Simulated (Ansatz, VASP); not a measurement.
**Two plane-wave programs on SiC5**

```
Si C
1.0
     0.00000    3.07300    3.07300
     3.07300    0.00000    3.07300
     3.07300    3.07300    0.00000
Si C
1 5
Direct
  0.00000 0.00000 0.00000
  0.75000 0.75000 0.75000
  0.33992 0.33992 0.98024
  0.33992 0.98024 0.33992
  0.98024 0.33992 0.33992
  0.33992 0.33992 0.33992
```

Change from the starting cell: species swapped into the ZrNi5 type (F-43m, No. 216).

Alike in both runs: functional PBE; k mesh 4 × 4 × 4; occupations gaussian, width 0.1 eV; no spin polarisation.

Ansatz relaxed the structure, and its values are those at the end. VASP's run is a single point on that final structure, the one shown.

|  | VASP | Ansatz |
| --- | --- | --- |
| version | VASP 6.6.1 | Ansatz 0.2.0 |
| potentials or method | VASP PAW PBE potentials, release 64 (Si, C_h), cutoff 1300 eV | scalar-relativistic, plane waves, PAW |
| valence electrons in the cell | 24 | 24 |

```csv
,VASP,Ansatz,Ansatz less VASP
gap on the k mesh at the Fermi level (eV),none,none,-
pressure (GPa),-0.2,-0.3,-0.04
rms of the force components (eV/Å),0.012,0.004,-0.0080
```

A gap of «none» marks a metal or a gap that the smearing closes.

The k mesh is coarse, so the values compare programs but aren't converged.
